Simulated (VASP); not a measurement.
# Ge (P6_3/mmc) in VASP: further runs, part 2 of 3

VASP 6.6.1. Earlier steps stand in the parts before.

### Step 3. Electric field gradients, PBEsol (volume scaled by 1.02)

Contents of INCAR:

```
SYSTEM = Ge
  PREC = Accurate
  ENCUT = 520
  EDIFF = 1E-8
  ISMEAR = -1
  SIGMA = 0.05
  LREAL = .False.
  LASPH = .True.
  NELM = 80
  ALGO = Normal
  ISIF = 2
  LWAVE = .False.
  LCHARG = .False.
  GGA = PS
  LEFG = .True.
  NBANDS = 36
```

Contents of KPOINTS:

```
Automatic mesh
0
Gamma
  11 11 6
  0 0 0
```

Contents of POSCAR:

```
Ge
1.0
    4.0240606931      0.0000000000      0.0000000000
   -2.0120303466      3.4849387866      0.0000000000
    0.0000000000      0.0000000000      6.6430837134
Ge
4
Direct
    0.6666666667      0.3333333333      0.0629012500
    0.3333333333      0.6666666667      0.5629012500
    0.6666666667      0.3333333333      0.4370987500
    0.3333333333      0.6666666667      0.9370987500
```

Potentials or basis: VASP PAW PBE potentials, release 64 (Ge_d).

Started as:

```sh
$ cat potpaw_PBE.64/Ge_d/POTCAR > POTCAR
$ mpirun -np 1 vasp_std > vasp.out
```

OUTCAR:

```text
SYSTEM = Ge
   PREC = Accurate
   ENCUT = 520
   EDIFF = 1E-8
   ISMEAR = -1
   LREAL = .False.
   LASPH = .True.
   NELM = 80
   ISIF = 2
   GGA = PS

 ion  position               nearest neighbor table
   1  0.667  0.333  0.063-   4 2.47   4 2.47   4 2.47   3 2.49
   2  0.333  0.667  0.563-   3 2.47   3 2.47   3 2.47   4 2.49
   3  0.667  0.333  0.437-   2 2.47   2 2.47   2 2.47   1 2.49
   4  0.333  0.667  0.937-   1 2.47   1 2.47   1 2.47   2 2.49

  LATTYP: Found a hexagonal cell.
 ALAT       =     4.0240606931
 C/A-ratio  =     1.6508408347

  Lattice vectors:

 A1 = (   4.0240606931,   0.0000000000,   0.0000000000)
 A2 = (  -2.0120303466,   3.4849387866,   0.0000000000)
 A3 = (   0.0000000000,   0.0000000000,   6.6430837134)

Analysis of symmetry for initial positions (statically):
=====================================================================
 Subroutine PRICEL returns:
 Original cell was already a primitive cell.

 Routine SETGRP: Setting up the symmetry group for a
 hexagonal supercell.

 Subroutine GETGRP returns: Found 24 space group operations
 (whereof 12 operations were pure point group operations)
 out of a pool of 24 trial point group operations.

The static configuration has the point symmetry D_3d.
 The point group associated with its full space group is D_6h.

Analysis of symmetry for dynamics (positions and initial velocities):
=====================================================================
 Subroutine PRICEL returns:
 Original cell was already a primitive cell.

 Routine SETGRP: Setting up the symmetry group for a
 hexagonal supercell.

 Subroutine GETGRP returns: Found 24 space group operations
 (whereof 12 operations were pure point group operations)
 out of a pool of 24 trial point group operations.

The dynamic configuration has the point symmetry D_3d.
 The point group associated with its full space group is D_6h.

 Subroutine INISYM returns: Found 24 space group operations
 (whereof 12 operations are pure point group operations),
 and found     1 'primitive' translations

----------------------------------------------------------------------------------------

                                     Primitive cell

  volume of cell :      93.1600

  direct lattice vectors                    reciprocal lattice vectors
     4.024060693  0.000000000  0.000000000     0.248505198  0.143474543  0.000000000
    -2.012030347  3.484938787  0.000000000     0.000000000  0.286949086  0.000000000
     0.000000000  0.000000000  6.643083713     0.000000000  0.000000000  0.150532500

  length of vectors
     4.024060693  4.024060693  6.643083713     0.286949086  0.286949086  0.150532500

  position of ions in fractional coordinates (direct lattice)
     0.666666667  0.333333333  0.062901250
     0.333333333  0.666666667  0.562901250
     0.666666667  0.333333333  0.437098750
     0.333333333  0.666666667  0.937098750

  ion indices of the primitive-cell ions
   primitive index   ion index
                 1           1
                 2           2
                 3           3
[... 88 lines left out ...]
   ISMEAR =    -1;   SIGMA  =   0.05  broadening in eV -4-tet -1-fermi 0-gaus
   EFERMI_NEDOS =   21; number of points for ismear=-14 and -15
   IALGO  =     38    algorithm
   IMIX   =      4    mixing-type and parameters
     AMIX     =   0.40;   BMIX     =  1.00
     AMIX_MAG =   1.60;   BMIX_MAG =  1.00
  volume/ion in A,a.u.               =      23.29       157.17
  Fermi-wavevector in a.u.,A,eV,Ry     =   1.381638  2.610918 25.972494  1.908924
  Thomas-Fermi vector in A             =   2.506404
   LORBIT       =      0    0 simple, 1 ext, 2 COOP (PROOUT), +10 PAW based schemes
   GGA     = PS    functional components
   LHFCALC =     F    Hartree Fock is set to
   AEXX    =    0.0000 exact exchange contribution
   IVDW    =     0    specifies the selected vdW correction
   LEPSILON=     F    determine dielectric tensor
   LRPA    =     F    only Hartree local field effects (RPA)
 non-spin polarized calculation
  energy-cutoff  :      520.00
  volume of cell :       93.16
 maximum number of plane-waves:      2539
 NGX is ok and might be reduce to    30
   NGX = 15   NGY = 15   NGZ = 25

 number of electron      56.0000030 magnetization

 Free energy of the ion-electron system (eV)
  ---------------------------------------------------
  ext. energy  EPLUGINS =         0.00000000
  ---------------------------------------------------
  free energy    TOTEN  =       -19.67606079 eV

  energy without entropy =      -19.67483070  energy(sigma->0) =      -19.67544575

 E-fermi :   4.6432     XC(G=0):  -9.9894

 val. band max:        4.5836061108   @ k =   0.0000   0.0000   0.1667
 cond. band min:       4.7565171707   @ k =   0.0000   0.0000   0.0000
 fundamental gap:      0.1729110598
 Fermi energy:         4.6431642140

 k-point     1 :       0.0000    0.0000    0.0000
  band No.  band energies     occupation
      1     -20.1726      2.00000
      2     -20.1726      2.00000
      3     -20.1363      2.00000
      4     -20.1363      2.00000
      5     -20.1360      2.00000
      6     -20.1234      2.00000
[... 925 lines left out ...]
     35      10.7292      0.00000
     36      11.3686      0.00000

 [... further k-points ...]

------------------------ aborting loop because EDIFF is reached ----------------------------------------

  FORCE on cell =-STRESS in cart. coord.  units (eV):
  Direction    XX          YY          ZZ          XY          YZ          ZX
  --------------------------------------------------------------------------------------
  -------------------------------------------------------------------------------------
  Total       -0.7912974     -0.7912974     -0.8609914      0.0000000      0.0000000      0.0000000
  in kB      -13.6088347    -13.6088347    -14.8074411      0.0000000      0.0000000      0.0000000
  external PRESSURE =     -14.0083702 kB  Pullay stress =       0.0000000 kB

 VOLUME and BASIS-vectors are now :
 -----------------------------------------------------------------------------
  energy-cutoff  :      520.00
  volume of cell :       93.16
      direct lattice vectors                 reciprocal lattice vectors
     4.024060693  0.000000000  0.000000000     0.248505198  0.143474543  0.000000000
    -2.012030347  3.484938787  0.000000000     0.000000000  0.286949086  0.000000000
     0.000000000  0.000000000  6.643083713     0.000000000  0.000000000  0.150532500

 POSITION                                       TOTAL-FORCE (eV/Angst)
 -----------------------------------------------------------------------------------
      2.01203      1.16165      0.41786        -0.000000     -0.000000     -0.005914
     -0.00000      2.32329      3.73940         0.000000      0.000000     -0.005914
      2.01203      1.16165      2.90368         0.000000     -0.000000      0.005914
     -0.00000      2.32329      6.22523         0.000000      0.000000      0.005914
 -----------------------------------------------------------------------------------
    total drift:                               -0.000000      0.000000      0.000000

  FREE ENERGIE OF THE ION-ELECTRON SYSTEM (eV)
  ---------------------------------------------------
  free  energy   TOTEN  =       -19.6760607927 eV

  energy  without entropy=      -19.6748307046  energy(sigma->0) =      -19.67544575

 Electric field gradients (V/A^2)
---------------------------------------------------------------------
 ion       V_xx      V_yy      V_zz      V_xy      V_xz      V_yz
---------------------------------------------------------------------
   1      -3.671    -3.677     7.348    -0.005     0.000    -0.000
   2      -3.671    -3.677     7.348    -0.005    -0.000     0.000
   3      -3.671    -3.677     7.348    -0.005    -0.000     0.000
   4      -3.671    -3.677     7.348    -0.005     0.000    -0.000
---------------------------------------------------------------------

 Electric field gradients after diagonalization (V/A^2)
 (convention: |V_zz| > |V_xx| > |V_yy|)
----------------------------------------------------------------------
 ion       V_xx      V_yy      V_zz     asymmetry (V_yy - V_xx)/ V_zz
----------------------------------------------------------------------
   1      -3.679    -3.669     7.348       0.001
   2      -3.679    -3.669     7.348       0.001
   3      -3.679    -3.669     7.348       0.001
   4      -3.679    -3.669     7.348       0.001
----------------------------------------------------------------------

           NMR quadrupolar parameters

 Cq : quadrupolar parameter    Cq=e*Q*V_zz/h
 eta: asymmetry parameters     (V_yy - V_xx)/ V_zz
 Q  : nuclear electric quadrupole moment in mb (millibarn)
----------------------------------------------------------------------
 ion       Cq(MHz)       eta       Q (mb)
----------------------------------------------------------------------
   1       0.018       0.001       1.000
   2       0.018       0.001       1.000
   3       0.018       0.001       1.000
   4       0.018       0.001       1.000
----------------------------------------------------------------------
```

OSZICAR:

```text
N       E                     dE             d eps       ncg     rms          rms(c)
DAV:   1     0.495715476138E+03    0.49572E+03   -0.28194E+04  5304   0.425E+03
DAV:   2     0.667026080472E+02   -0.42901E+03   -0.41817E+03  4608   0.801E+02
DAV:   3    -0.152345938738E+02   -0.81937E+02   -0.80872E+02  5064   0.208E+02
DAV:   4    -0.198639874521E+02   -0.46294E+01   -0.46123E+01  5388   0.571E+01
DAV:   5    -0.199591330699E+02   -0.95146E-01   -0.95116E-01  5168   0.914E+00    0.446E+00
DAV:   6    -0.197667939587E+02    0.19234E+00   -0.97542E-02  5704   0.287E+00    0.253E+00
DAV:   7    -0.196732902447E+02    0.93504E-01   -0.12937E-01  4948   0.269E+00    0.203E-01
DAV:   8    -0.196754813066E+02   -0.21911E-02   -0.15377E-02  5084   0.126E+00    0.104E-01
DAV:   9    -0.196759984995E+02   -0.51719E-03   -0.48537E-04  5376   0.145E-01    0.296E-02
DAV:  10    -0.196760533087E+02   -0.54809E-04   -0.10276E-04  5776   0.123E-01    0.771E-03
DAV:  11    -0.196760602859E+02   -0.69773E-05   -0.11432E-05  5040   0.193E-02    0.301E-03
DAV:  12    -0.196760608542E+02   -0.56829E-06   -0.85866E-07  5832   0.712E-03    0.739E-04
DAV:  13    -0.196760607975E+02    0.56780E-07   -0.70728E-08  4208   0.211E-03    0.221E-04
DAV:  14    -0.196760608111E+02   -0.13664E-07   -0.13666E-08  3860   0.725E-04    0.874E-05
DAV:  15    -0.196760607999E+02    0.11181E-07   -0.13221E-09  2724   0.409E-04    0.423E-05
DAV:  16    -0.196760607927E+02    0.71996E-08   -0.50782E-10  2676   0.300E-04
   1 F= -.19676061E+02 E0= -.19675446E+02  d E =-.123009E-02
```

Wall time 2.1 min (1 thread of AMD EPYC 9R45 (Zen 5), shared host); peak memory 0.26 GiB.

Results:

* Free energy: -19.6761 eV
* Pressure: -1.4 GPa
* Largest force: 0.006 eV/Å
* Band gap on the k mesh: zero (filled and empty bands touch)

Forces on the atoms (eV/Å):
```
Ge   0.000  0.000 -0.006
Ge   0.000  0.000 -0.006
Ge   0.000  0.000  0.006
Ge   0.000  0.000  0.006
```

Stress tensor (GPa, compression positive):
```
-1.36  0.00  0.00
 0.00 -1.36  0.00
 0.00  0.00 -1.48
```

Electric field gradients, principal values (V/Å²):
```
atom   least  middle  greatest (by size)
1 Ge  -3.669  -3.679               7.348
2 Ge  -3.669  -3.679               7.348
3 Ge  -3.669  -3.679               7.348
4 Ge  -3.669  -3.679               7.348
```

Caveat: without QUAD_EFG the Cq values of the log hold for a quadrupole moment of 1 mb, not for the nuclei; the PAW data sets were made with another functional, which shifts forces and pressure a little.

[end of part 2 of 3]
